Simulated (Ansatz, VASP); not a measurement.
## PbSe in VASP and in Ansatz

File INCAR:

```
PREC     = Accurate       # precision mode
ENCUT    = 520            # plane-wave cutoff, eV
EDIFF    = 1E-7           # SCF threshold, eV
ISMEAR   = 0              # smearing method
SIGMA    = 0.03           # smearing width, eV
LREAL    = False          # projectors in reciprocal space
LASPH    = True           # aspherical terms in the spheres
NELM     = 80             # most SCF steps
ALGO     = Normal         # electronic algorithm
ISIF     = 2              # what is computed and relaxed
LWAVE    = False          # write WAVECAR
LCHARG   = False          # write CHGCAR
GGA      = PE             # functional
IVDW     = 12             # dispersion correction
NBANDS   = 17             # bands
```

The input KPOINTS:

```
Automatic mesh
0
Gamma
  10 10 10
```

File POSCAR:

```
PbSe
1.0
    0.0000000000      2.9340640486      3.0297145365
    2.9340640486      0.0000000000      3.0297145365
    2.9340640486      2.9340640486      0.0000000000
Pb Se
1 1
Direct
    0.0000000000      0.0000000000      0.0000000000
    0.5000000000      0.5000000000      0.5000000000
```

Input for Ansatz:

```yaml
crystal:
  lattice:
    - [0.0, 2.9340640486, 3.0297145365]
    - [2.9340640486, 0.0, 3.0297145365]
    - [2.9340640486, 2.9340640486, 0.0]
  atoms:
    - { symbol: Pb, position: [0.0, 0.0, 0.0] }
    - { symbol: Se, position: [0.5, 0.5, 0.5] }
basis:
  ecutwfc: 420
kpoints:
  mp_grid: { grid: [10, 10, 10] }
hamiltonian:
  xc: pbe
  dispersion: d3bj
scf:
  occupations: { method: gaussian, width: 0.03 }
output:
  forces: true
  stress: true
  eigenvalues: true
```

Alike in both runs: task single point; functional PBE; dispersion D3(BJ); k mesh 10 × 10 × 10; occupations gaussian, width 0.03 eV; no spin polarisation.

|  | VASP | Ansatz |
| --- | --- | --- |
| version | VASP 6.6.1 | Ansatz 0.2.0 |
| potentials or method | VASP PAW PBE potentials, release 64 (Pb_d, Se), cutoff 520 eV | scalar-relativistic, plane waves, PAW |
| valence electrons in the cell | 20 | 30 |

|  | VASP | Ansatz | Ansatz less VASP |
| --- | --- | --- | --- |
| gap on the k mesh at the Fermi level (eV) | 0.10 | 0.11 | +0.006 |
| least direct gap on the mesh (eV) | 0.10 | 0.11 | +0.006 |
| pressure (GPa) | 6.6 | 6.6 | 0.00 |
| traceless stress, the component that is largest in VASP (GPa) | -3.89 | -3.88 | +0.010 |

VASP's potentials hold 20 valence electrons a cell and Ansatz's 30, so a difference there can come from the potentials and not from the codes.

Neither program's run includes spin-orbit coupling.
